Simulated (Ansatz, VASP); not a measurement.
Given: the input of a run of Ansatz 0.2.0 on BAs.

input.yaml

```yaml
crystal:
  lattice:
    - [0.0, 2.3562190158, 2.3562190158]
    - [2.3562190158, 0.0, 2.3562190158]
    - [2.3562190158, 2.3562190158, 0.0]
  atoms:
    - { symbol: As, position: [0.75, 0.75, 0.75] }
    - { symbol: B, position: [0.0, 0.0, 0.0] }
hamiltonian:
  xc: b3lyp5
  pseudopotentials: { kind: paw }
kpoints:
  mp_grid: { grid: [5, 5, 5] }
scf:
  occupations: { method: fermi_dirac, width: 0.05 }
output:
  forces: true
  stress: true
  eigenvalues: true
```

Potentials or basis: Ansatz PAW.

Launch:

```sh
$ ansatz run input.yaml --threads 2 --pin off --max-ram 5632MiB --backend cpu --events-out ev --progress --plain --runs-dir out
```

Question: Set up the same calculation for VASP 6.6.1. Potentials there: VASP PAW PBE potentials, release 64 (As, B).

Answer: As run (the cutoff follows the program's own potentials):

The input POSCAR:

```
BAs
1.0
    0.0000000000      2.3562190158      2.3562190158
    2.3562190158      0.0000000000      2.3562190158
    2.3562190158      2.3562190158      0.0000000000
As B
1 1
Direct
    0.7500000000      0.7500000000      0.7500000000
    0.0000000000      0.0000000000      0.0000000000
```

Contents of INCAR.step1:

```
SYSTEM = BAs
ALGO = Normal
EDIFF = 1E-5
ENCUT = 520
GGA = PE
ISIF = 2
ISMEAR = -1
LASPH = .TRUE.
LCHARG = .FALSE.
LREAL = .FALSE.
LWAVE = .TRUE.
NBANDS = 11
NELM = 100
PREC = Accurate
SIGMA = 0.05
```

Contents of INCAR.step2:

```
SYSTEM = BAs
AEXX = 0.2
AGGAC = 0.81
AGGAX = 0.72
ALDAC = 0.19
ALGO = Normal
EDIFF = 1E-6
ENCUT = 520
GGA = B5
ISIF = 2
ISMEAR = -1
ISTART = 1
LASPH = .TRUE.
LCHARG = .FALSE.
LHFCALC = .TRUE.
LREAL = .FALSE.
LWAVE = .FALSE.
NBANDS = 11
NELM = 100
PREC = Accurate
PRECFOCK = Normal
SIGMA = 0.05
```

KPOINTS

```
k-points
0
G
  5 5 5
  0 0 0
```

Potentials or basis: VASP PAW PBE potentials, release 64 (As, B).

Launch:

```sh
$ cat potpaw_PBE.64/As/POTCAR potpaw_PBE.64/B/POTCAR > POTCAR
$ cp INCAR.step1 INCAR
$ mpirun -np 1 vasp_std > vasp.out
$ cp INCAR.step2 INCAR
$ mpirun -np 1 vasp_std > vasp.out
```

Both were run:

|  | VASP | Ansatz | Ansatz less VASP |
| --- | --- | --- | --- |
| gap on the k mesh at the Fermi level (eV) | 2.50 | 2.46 | -0.037 |
| least direct gap on the mesh (eV) | 4.70 | 4.66 | -0.038 |
| pressure (GPa) | 11.2 | 10.9 | -0.37 |

VASP's potentials were made for PBE, not for B3LYP5. VASP's potentials hold 8 valence electrons a cell and Ansatz's 18, so a difference there can come from the potentials and not from the codes.

The k mesh is coarse, so the values compare programs but aren't converged. Noted on Ansatz's run: odd divisions of the mesh miss points on the zone boundary, where band edges often lie, so the gap on the mesh can be too wide.
